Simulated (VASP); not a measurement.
Write the native input for VASP 6.6.1 that does the following.

| Property | Result |
| --- | --- |
| Task | single point |
| Functional | LDA |
| Potentials or basis | VASP PAW LDA potentials, release 64 (B, N) |
| Cutoff | 520 eV |
| k mesh | 12 × 12 × 6 |
| Occupations | gaussian, width 0.05 eV |
| Spin | no spin polarisation |
| Dipole correction | no |
| Further INCAR settings | ALGO = Normal; EDIFF = 1e-06; NBANDS = 16 |

The structure of BN lies in POSCAR:

```
BN
1.0
    2.5539396017      0.0000000000      0.0000000000
   -1.2769698009      2.2117765748      0.0000000000
    0.0000000000      0.0000000000      4.2268550000
B N
2 2
Direct
    0.6666666667      0.3333333333      1.0470405036
    0.3333333333      0.6666666667      0.4997240000
    0.6666666667      0.3333333333      0.6252760000
    0.3333333333      0.6666666667      0.1252760000
```

This cell differs from its parent crystal: atom 1 (B) moved +0.200 Å along Cartesian [0 0 1].

These files were run (other wordings do the same):

INCAR

```
SYSTEM = BN
PREC = Accurate
ENCUT = 520
EDIFF = 1E-6
ISMEAR = 0
SIGMA = 0.05
LREAL = .FALSE.
LASPH = .TRUE.
NELM = 80
ALGO = Normal
ISIF = 2
LWAVE = .FALSE.
LCHARG = .FALSE.
NBANDS = 16
```

KPOINTS

```
regular mesh
0
G
  12 12 6
  0 0 0
```

Potentials or basis: VASP PAW LDA potentials, release 64 (B, N).

Launch:

```sh
$ cat potpaw_LDA.64/B/POTCAR potpaw_LDA.64/N/POTCAR > POTCAR
$ mpirun -np 1 vasp_std > vasp.out
```

It gave:

```yaml
Pressure: -7.1 GPa
Largest_force: 4.786 eV/Å
Band_gap_on_the_k_mesh: 4.75 eV, indirect (least direct gap 7.34 eV)
```

Caveat: the cell differs from its parent crystal (atom 1 (B) moved +0.200 Å along Cartesian [0 0 1]); forces of over 1 eV/Å act on the atoms, so gaps and moduli don't describe the material at rest.

Wall time 11 s on 1 thread of Intel(R) Xeon(R) 6975P-C (Granite Rapids), on a shared host, peak memory 0.14 GiB.
